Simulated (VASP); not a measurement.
# CdS (P3_221) in VASP: notebook

The runs below take CdS through single point, relaxation of cell and atoms, with PBE.

All numbers are computed with VASP 6.6.1; they aren't measurements. Logs are shortened: lines on timing, memory, paths and dates and some standing lists are left out, and cuts for length are marked.

## 1. The cell of the first run

The structure is trigonal, space group P3_221 (No. 154). Conventional cell: a = 6.604 Å, b = 6.604 Å, c = 4.002 Å, α = 90.00°, β = 90.00°, γ = 120.00°. Within 3.4 Å of Cd (site symmetry 2) lie 4 S at 2.56 to 2.60 Å. Within 3.4 Å of S (site symmetry 2) lie 4 Cd at 2.56 to 2.60 Å.

## 2. Single point, PBE

Input file INCAR:

```
SYSTEM = CdS
  ALGO = Normal
  EDIFF = 1E-6
  ENCUT = 520
  GGA = PE
  ISIF = 2
  ISMEAR = 0
  LASPH = .True.
  LCHARG = .False.
  LREAL = .False.
  LWAVE = .False.
  NBANDS = 66
  NELM = 80
  PREC = Accurate
  SIGMA = 0.1
```

Input file KPOINTS:

```
k-points
0
Gamma
  3 3 2
  0 0 0
```

Input file POSCAR:

```
CdS
1.0
    6.6037307818      0.0000000000      0.0000000000
   -3.3018653909      5.7189986168      0.0000000000
    0.0000000000      0.0000000000      8.0042942536
Cd S
6 6
Direct
    0.6201617973      0.0000000000      0.3333333333
    0.6201617973      0.0000000000      0.8333333333
    1.0000000000      0.6201617973      0.1666666667
    1.0000000000      0.6201617973      0.6666666667
    0.3798382027      0.3798382027      0.0000000000
    0.3798382027      0.3798382027      0.5000000000
    0.3693234568      0.0000000000      0.0833333333
    0.3693234568      0.0000000000      0.5833333333
    1.0000000000      0.3693234568      0.4166666667
    1.0000000000      0.3693234568      0.9166666667
    0.6306765432      0.6306765432      0.2500000000
    0.6306765432      0.6306765432      0.7500000000
```

Potentials or basis: VASP PAW PBE potentials, release 64 (Cd, S).

Launch:

```
$ cat potpaw_PBE.64/Cd/POTCAR potpaw_PBE.64/S/POTCAR > POTCAR
$ mpirun -np 1 vasp_std > vasp.out
```

OUTCAR:

```text
SYSTEM = CdS
   EDIFF = 1E-6
   ENCUT = 520
   GGA = PE
   ISIF = 2
   ISMEAR = 0
   LASPH = .True.
   LREAL = .False.
   NELM = 80
   PREC = Accurate

 ion  position               nearest neighbor table
   1  0.620  0.000  0.333-  11 2.56   9 2.56   7 2.60   8 2.60
   2  0.620  0.000  0.833-  12 2.56  10 2.56   7 2.60   8 2.60
   3  0.000  0.620  0.167-  11 2.56   7 2.56  10 2.60   9 2.60
   4  0.000  0.620  0.667-  12 2.56   8 2.56  10 2.60   9 2.60
   5  0.380  0.380  0.000-  10 2.56   7 2.56  11 2.60  12 2.60
   6  0.380  0.380  0.500-   9 2.56   8 2.56  11 2.60  12 2.60
   7  0.369  0.000  0.083-   5 2.56   3 2.56   1 2.60   2 2.60
   8  0.369  0.000  0.583-   6 2.56   4 2.56   1 2.60   2 2.60
   9  0.000  0.369  0.417-   6 2.56   1 2.56   4 2.60   3 2.60
  10  0.000  0.369  0.917-   5 2.56   2 2.56   4 2.60   3 2.60
  11  0.631  0.631  0.250-   3 2.56   1 2.56   5 2.60   6 2.60
  12  0.631  0.631  0.750-   4 2.56   2 2.56   5 2.60   6 2.60

  LATTYP: Found a hexagonal cell.
 ALAT       =     6.6037307818
 C/A-ratio  =     1.2120867004

  Lattice vectors:

 A1 = (   6.6037307818,   0.0000000000,   0.0000000000)
 A2 = (  -3.3018653909,   5.7189986168,   0.0000000000)
 A3 = (   0.0000000000,   0.0000000000,   8.0042942536)

Analysis of symmetry for initial positions (statically):
=====================================================================
 Subroutine PRICEL returns following result:

  LATTYP: Found a hexagonal cell.
 ALAT       =     6.6037307818
 C/A-ratio  =     0.6060433502

  Lattice vectors:

 A1 = (   6.6037307818,   0.0000000000,   0.0000000000)
 A2 = (  -3.3018653909,   5.7189986168,   0.0000000000)
 A3 = (   0.0000000000,   0.0000000000,   4.0021471268)

   2 primitive cells build up your supercell.

 Routine SETGRP: Setting up the symmetry group for a
 hexagonal supercell.

 Subroutine GETGRP returns: Found  6 space group operations
 (whereof  2 operations were pure point group operations)
 out of a pool of 24 trial point group operations.

The static configuration has the point symmetry C_2 .
 The point group associated with its full space group is D_3 .

Analysis of symmetry for dynamics (positions and initial velocities):
=====================================================================
 Subroutine PRICEL returns following result:

  LATTYP: Found a hexagonal cell.
 ALAT       =     6.6037307818
 C/A-ratio  =     0.6060433502

  Lattice vectors:

 A1 = (   6.6037307818,   0.0000000000,   0.0000000000)
 A2 = (  -3.3018653909,   5.7189986168,   0.0000000000)
 A3 = (   0.0000000000,   0.0000000000,   4.0021471268)

   2 primitive cells build up your supercell.

 Routine SETGRP: Setting up the symmetry group for a
 hexagonal supercell.

 Subroutine GETGRP returns: Found  6 space group operations
 (whereof  2 operations were pure point group operations)
 out of a pool of 24 trial point group operations.

The dynamic configuration has the point symmetry C_2 .
 The point group associated with its full space group is D_3 .

 Subroutine INISYM returns: Found  6 space group operations
 (whereof  2 operations are pure point group operations),
 and found     2 'primitive' translations

----------------------------------------------------------------------------------------

                                     Primitive cell

  volume of cell :     151.1480

  direct lattice vectors                    reciprocal lattice vectors
     6.603730782  0.000000000  0.000000000     0.151429553  0.087427893  0.000000000
    -3.301865391  5.718998617  0.000000000     0.000000000  0.174855786  0.000000000
     0.000000000  0.000000000  4.002147127     0.000000000  0.000000000  0.249865877

  length of vectors
     6.603730782  6.603730782  4.002147127     0.174855786  0.174855786  0.249865877

  position of ions in fractional coordinates (direct lattice)
     0.620161797  0.000000000  0.666666667
     0.000000000  0.620161797  0.333333333
     0.379838203  0.379838203  0.000000000
     0.369323457  0.000000000  0.166666667
     0.000000000  0.369323457  0.833333333
     0.630676543  0.630676543  0.500000000

  ion indices of the primitive-cell ions
   primitive index   ion index
                 1           1
                 2           3
                 3           6
                 4           7
                 5           9
                 6          11

----------------------------------------------------------------------------------------

 KPOINTS: k-points

Automatic generation of k-mesh.
 Grid dimensions read from file:
 generate k-points for:    3    3    2

 Generating k-lattice:

  Cartesian coordinates                     Fractional coordinates (reciprocal lattice)
     0.050476518  0.029142631  0.000000000     0.333333333  0.000000000  0.000000000
     0.000000000  0.058285262  0.000000000     0.000000000  0.333333333  0.000000000
     0.000000000  0.000000000  0.062466469     0.000000000  0.000000000  0.500000000

  Length of vectors
     0.058285262  0.058285262  0.062466469

  Shift w.r.t. Gamma in fractional coordinates (k-lattice)
     0.000000000  0.000000000  0.000000000

 Subroutine IBZKPT returns following result:
 ===========================================

 Found      6 irreducible k-points:

 Following reciprocal coordinates:
            Coordinates               Weight
  0.000000  0.000000  0.000000      1.000000
  0.333333  0.000000  0.000000      6.000000
  0.333333  0.333333  0.000000      2.000000
  0.000000  0.000000  0.500000      1.000000
  0.333333  0.000000  0.500000      6.000000
  0.333333  0.333333  0.500000      2.000000
   k-points           NKPTS =      6   k-points in BZ     NKDIM =      6   number of bands    NBANDS=     66
   number of dos      NEDOS =    301   number of ions     NIONS =     12
   total plane-waves  NPLWV = 150000
   dimension x,y,z NGX =    50 NGY =   50 NGZ =   60
   dimension x,y,z NGXF=   100 NGYF=  100 NGZF=  120
   ions per type =               6   6
   NGX,Y,Z   is equivalent  to a cutoff of  12.59, 12.59, 12.46 a.u.
   NGXF,Y,Z  is equivalent  to a cutoff of  25.17, 25.17, 24.92 a.u.
 SYSTEM =  CdS
   PREC   = accura    normal or accurate (medium, high low for compatibility)
   ISTART =      0    job   : 0-new  1-cont  2-samecut
   ICHARG =      2    charge: 1-file 2-atom 10-const
   ISPIN  =      1    spin polarized calculation?
   LNONCOLLINEAR =      F non collinear calculations
   LSORBIT =      F    spin-orbit coupling
   LASPH  =      T    aspherical Exc in radial PAW
   ENCUT  =  520.0 eV  38.22 Ry    6.18 a.u.  12.28 12.28 14.88*2*pi/ulx,y,z
   NELM   =     80;   NELMIN=  2; NELMDL= -5     # of ELM steps
   EDIFF  = 0.1E-05   stopping-criterion for ELM
   LREAL  =      F    real-space projection
   EDIFFG = 0.1E-04   stopping-criterion for IOM
   NSW    =      0    number of steps for IOM
   IBRION =     -1    ionic relax: 0-MD 1-quasi-New 2-CG
   NFREE  =      0    steps in history (QN), initial steepest desc. (CG)
   ISIF   =      2    stress and relaxation
   ISYM   =      2    0-nonsym 1-usesym 2-fastsym
   POTIM  = 0.5000    time-step for ionic-motion
   TEBEG  =    0.0;   TEEND  =   0.0 temperature during run
   PSTRESS=    0.0 pullay stress
   NELECT =     108.0000    total number of electrons
   NUPDOWN=      -1.0000    fix difference up-down
   EMIN   =  10.00;   EMAX   =-10.00  energy-range for DOS
   EFERMI =   0.00;   METHOD = LEGACY
   ISMEAR =     0;   SIGMA  =   0.10  broadening in eV -4-tet -1-fermi 0-gaus
   EFERMI_NEDOS =   21; number of points for ismear=-14 and -15
   IALGO  =     38    algorithm
   IMIX   =      4    mixing-type and parameters
     AMIX     =   0.40;   BMIX     =  1.00
     AMIX_MAG =   1.60;   BMIX_MAG =  1.00
  volume/ion in A,a.u.               =      25.19       170.00
  Fermi-wavevector in a.u.,A,eV,Ry     =   1.161641  2.195183 18.359837  1.349410
  Thomas-Fermi vector in A             =   2.298211
   LORBIT       =      0    0 simple, 1 ext, 2 COOP (PROOUT), +10 PAW based schemes
   GGA     = PE    functional components
   LHFCALC =     F    Hartree Fock is set to
   AEXX    =    0.0000 exact exchange contribution
   IVDW    =     0    specifies the selected vdW correction
   LEPSILON=     F    determine dielectric tensor
   LRPA    =     F    only Hartree local field effects (RPA)
 non-spin polarized calculation
 Gauss-broadening in eV      SIGMA  =   0.10
  energy-cutoff  :      520.00
  volume of cell :      302.30
 maximum number of plane-waves:      8177
 NGX is ok and might be reduce to    50

 number of electron     107.9999965 magnetization

 Free energy of the ion-electron system (eV)
  ---------------------------------------------------
  ext. energy  EPLUGINS =         0.00000000
  ---------------------------------------------------
  free energy    TOTEN  =       -35.91768263 eV

  energy without entropy =      -35.91768263  energy(sigma->0) =      -35.91768263

 E-fermi :   1.5539     XC(G=0):  -9.1265

 val. band max:        1.0892038632   @ k =   0.0000   0.0000   0.0000
 cond. band min:       2.0656164025   @ k =   0.0000   0.0000   0.0000
 fundamental gap:      0.9764125393
 Fermi energy:         1.5539055917

 k-point     1 :       0.0000    0.0000    0.0000
  band No.  band energies     occupation
      1     -11.0378      2.00000
      2     -10.5447      2.00000
      3     -10.5447      2.00000
      4     -10.4271      2.00000
      5     -10.4271      2.00000
      6     -10.3256      2.00000
[... 58 lines left out ...]
     65       7.5304      0.00000
     66       7.6586      0.00000

 k-point     2 :       0.3333    0.0000    0.0000
  band No.  band energies     occupation
      1     -10.8775      2.00000
      2     -10.5454      2.00000
      3     -10.5148      2.00000
      4     -10.4918      2.00000
      5     -10.4614      2.00000
      6     -10.3800      2.00000
[... 334 lines left out ...]
     65       7.0165      0.00000
     66       7.0165      0.00000

------------------------ aborting loop because EDIFF is reached ----------------------------------------

  FORCE on cell =-STRESS in cart. coord.  units (eV):
  Direction    XX          YY          ZZ          XY          YZ          ZX
  --------------------------------------------------------------------------------------
  -------------------------------------------------------------------------------------
  Total        0.5172140      0.5172140      0.7862648      0.0000000      0.0000000      0.0000000
  in kB        2.7412489      2.7412489      4.1672258      0.0000000      0.0000000      0.0000000
  external PRESSURE =       3.2165745 kB  Pullay stress =       0.0000000 kB

 VOLUME and BASIS-vectors are now :
 -----------------------------------------------------------------------------
  energy-cutoff  :      520.00
  volume of cell :      302.30
      direct lattice vectors                 reciprocal lattice vectors
     6.603730782  0.000000000  0.000000000     0.151429553  0.087427893  0.000000000
    -3.301865391  5.718998617  0.000000000     0.000000000  0.174855786  0.000000000
     0.000000000  0.000000000  8.004294254     0.000000000  0.000000000  0.124932938

 POSITION                                       TOTAL-FORCE (eV/Angst)
 -----------------------------------------------------------------------------------
      4.09538      0.00000      2.66810         0.007738      0.000000      0.000000
      4.09538      0.00000      6.67025         0.007738      0.000000      0.000000
     -2.04769      3.54670      1.33405        -0.003869      0.006701      0.000000
     -2.04769      3.54670      5.33620        -0.003869      0.006701      0.000000
      1.25417      2.17229      0.00000        -0.003869     -0.006701     -0.000000
      1.25417      2.17229      4.00215        -0.003869     -0.006701     -0.000000
      2.43891      0.00000      0.66702        -0.007709      0.000000     -0.000000
      2.43891      0.00000      4.66917        -0.007709      0.000000     -0.000000
     -1.21946      2.11216      3.33512         0.003854     -0.006676      0.000000
     -1.21946      2.11216      7.33727         0.003854     -0.006676      0.000000
      2.08241      3.60684      2.00107         0.003854      0.006676      0.000000
      2.08241      3.60684      6.00322         0.003854      0.006676      0.000000
 -----------------------------------------------------------------------------------
    total drift:                               -0.000008     -0.000014      0.000000

  FREE ENERGIE OF THE ION-ELECTRON SYSTEM (eV)
  ---------------------------------------------------
  free  energy   TOTEN  =       -35.9176826319 eV

  energy  without entropy=      -35.9176826319  energy(sigma->0) =      -35.91768263
```

Wall time 2.3 min (1 thread of AMD EPYC 7R13 (Zen 3), shared host); peak memory 0.39 GiB.

Results:

| Item | Value |
| --- | --- |
| Free energy | -35.9177 eV |
| Pressure | 0.3 GPa |
| Largest force | 0.008 eV/Å |
| Band gap on the k mesh | 0.98 eV |

Forces on the atoms (eV/Å):
```
Cd   0.008  0.000  0.000
Cd   0.008  0.000  0.000
Cd  -0.004  0.007  0.000
Cd  -0.004  0.007  0.000
Cd  -0.004 -0.007  0.000
Cd  -0.004 -0.007  0.000
S   -0.008  0.000  0.000
S   -0.008  0.000  0.000
S    0.004 -0.007  0.000
S    0.004 -0.007  0.000
S    0.004  0.007  0.000
S    0.004  0.007  0.000
```

Stress tensor (GPa, compression positive):
```
0.27 0.00 0.00
0.00 0.27 0.00
0.00 0.00 0.42
```

Levels at points of the mesh, in eV from the valence-band top:
```
           k point  band 50  band 51  band 52  band 53  band 54  band 55  band 56  band 57  band 58  band 59
(0.00, 0.00, 0.00)    -0.71    -0.71    -0.03     0.00     0.00     0.98     3.35     3.35     4.25     4.47
(0.00, 0.00, 0.50)    -1.22    -0.54    -0.54    -0.24    -0.24     2.67     2.67     4.28     4.28     4.35
```

## 3. Relaxation of cell and atoms, PBE

This run uses another cell than the first one: it holds 6 atoms, not 12.

Input file INCAR:

```
PREC = Accurate ; ENCUT = 600
EDIFF = 1E-7 ; ISMEAR = 0
SIGMA = 0.1 ; LREAL = False
LASPH = True ; NELM = 80
ALGO = Normal ; ISIF = 3
LWAVE = False ; LCHARG = False
GGA = PE ; IBRION = 2
NSW = 90 ; EDIFFG = -0.04
```

Input file KPOINTS:

```
regular mesh
0
Gamma
  3 3 6
```

Input file POSCAR:

```
CdS
1.0
    6.2771403500      0.0000000000      0.0000000000
   -3.1385701700      5.4361630000      0.0000000000
    0.0000000000      0.0000000000      3.7018975000
Cd S
3 3
Direct
    0.6226507000      0.0000000000      0.6666666700
    0.0000000000      0.6226507000      0.3333333300
    0.3773493000      0.3773493000      0.0000000000
    0.3773493000      0.0000000000      0.1666666700
    0.0000000000      0.3773493000      0.8333333300
    0.6226507000      0.6226507000      0.5000000000
```

Potentials or basis: VASP PAW PBE potentials, release 64 (Cd, S).

Launch:

```
$ cat potpaw_PBE.64/Cd/POTCAR potpaw_PBE.64/S/POTCAR > POTCAR
$ mpirun -np 1 vasp_std > vasp.out
```

OUTCAR:

```text
PREC = Accurate
   ENCUT = 600
   EDIFF = 1E-7
   ISMEAR = 0
   LREAL = False
   LASPH = True
   NELM = 80
   ISIF = 3
   GGA = PE
   IBRION = 2
   NSW = 90
   EDIFFG = -0.04

 ion  position               nearest neighbor table
   1  0.623  0.000  0.667-   4 2.41   4 2.41   5 2.45   6 2.45   3 3.63   3 3.63   2 3.63   2 3.63

   2  0.000  0.623  0.333-   5 2.41   5 2.41   4 2.45   6 2.45   3 3.63   3 3.63   1 3.63   1 3.63

   3  0.377  0.377  0.000-   6 2.41   6 2.41   4 2.45   5 2.45   1 3.63   1 3.63   2 3.63   2 3.63

   4  0.377  0.000  0.167-   1 2.41   1 2.41   2 2.45   3 2.45
   5  0.000  0.377  0.833-   2 2.41   2 2.41   1 2.45   3 2.45
[... 193 lines left out ...]
  --------------------------------------------------------------------------------------
  -------------------------------------------------------------------------------------
  Total       11.2997464     11.2997464     15.3092482      0.0000000      0.0000000     -0.0000000
  in kB      143.3179480    143.3179477    194.1716168      0.0000001      0.0000000     -0.0000000
  external PRESSURE =     160.2691708 kB  Pullay stress =       0.0000000 kB
[... 267 lines left out ...]
--------------------------------------- Ionic step        8  -------------------------------------------

 number of electron      53.9999999 magnetization

 Free energy of the ion-electron system (eV)
  ---------------------------------------------------
  ext. energy  EPLUGINS =         0.00000000
  ---------------------------------------------------
  free energy    TOTEN  =       -17.96903221 eV

  energy without entropy =      -17.96903221  energy(sigma->0) =      -17.96903221

 E-fermi :   1.4976     XC(G=0):  -9.1047

 val. band max:        1.0516705224   @ k =   0.0000   0.0000   0.0000
 cond. band min:       2.0091842946   @ k =   0.0000   0.0000   0.0000
 fundamental gap:      0.9575137722
 Fermi energy:         1.4975635582

 k-point     1 :       0.0000    0.0000    0.0000
  band No.  band energies     occupation
      1     -11.0543      2.00000
      2     -10.4433      2.00000
      3     -10.4433      2.00000
      4      -6.5760      2.00000
      5      -6.5760      2.00000
      6      -6.3746      2.00000
[... 512 lines left out ...]
  FREE ENERGIE OF THE ION-ELECTRON SYSTEM (eV)
  ---------------------------------------------------
  free  energy   TOTEN  =       -17.9690322136 eV

  energy  without entropy=      -17.9690322135  energy(sigma->0) =      -17.96903221

 reached required accuracy - stopping structural energy minimisation
```

Run time: 6.4 min. Hardware: 1 thread of AMD EPYC 7R13 (Zen 3), shared host; peak memory 0.26 GiB.

Results:

```
Free energy                           : -17.9690 eV
Relaxed volume                        : 25.32 Å³/atom
Relaxed cell                          : a = 6.610 Å, b = 6.610 Å, c = 4.016 Å, α = 90.00°, β = 90.00°, γ = 120.00°
Space group after relaxing (to 0.1 Å) : P3_221 (No. 154)
Energy gained by relaxing             : 192.9 meV/atom
Ionic steps                           : 8
Pressure after relaxing               : 0.0 GPa
Largest force after relaxing          : 0.037 eV/Å
Band gap on the k mesh                : 0.96 eV
```

Forces on the atoms (eV/Å):
```
Cd  -0.037  0.000  0.000
Cd   0.018 -0.032  0.000
Cd   0.018  0.032  0.000
S   -0.012  0.000  0.000
S    0.006 -0.010  0.000
S    0.006  0.010  0.000
```

The path:
```csv
step,energy change (eV),largest force (eV/Å),pressure (GPa),volume (Å³)
1,0.0000,1.0697,16.03,126.32
2,-0.8649,0.2338,-4.62,168.82
3,-1.1532,0.0724,0.05,151.57
4,-1.1530,0.0807,-0.14,152.11
5,-1.1543,0.0718,0.04,151.64
6,-1.1548,0.0616,0.24,151.14
7,-1.1558,0.0554,0.18,151.34
8,-1.1576,0.0370,0.01,151.93
```

Final structure:
```xyz
6
Lattice="6.6096 0.0000 0.0000 -3.3048 5.7240 0.0000 0.0000 0.0000 4.0157" Properties=species:S:1:pos:R:3 pbc="T T T"
Cd    4.1210    0.0000    2.6772
Cd    4.5490    3.5689    1.3386
Cd    1.2443    2.1551    4.0157
S    -0.8477    5.7240    0.6693
S    -1.2285    2.1279    3.3464
S     2.0762    3.5961    2.0079
```

Caveat: the volume moved by over 15 % at a fixed basis, so the end points are rough.
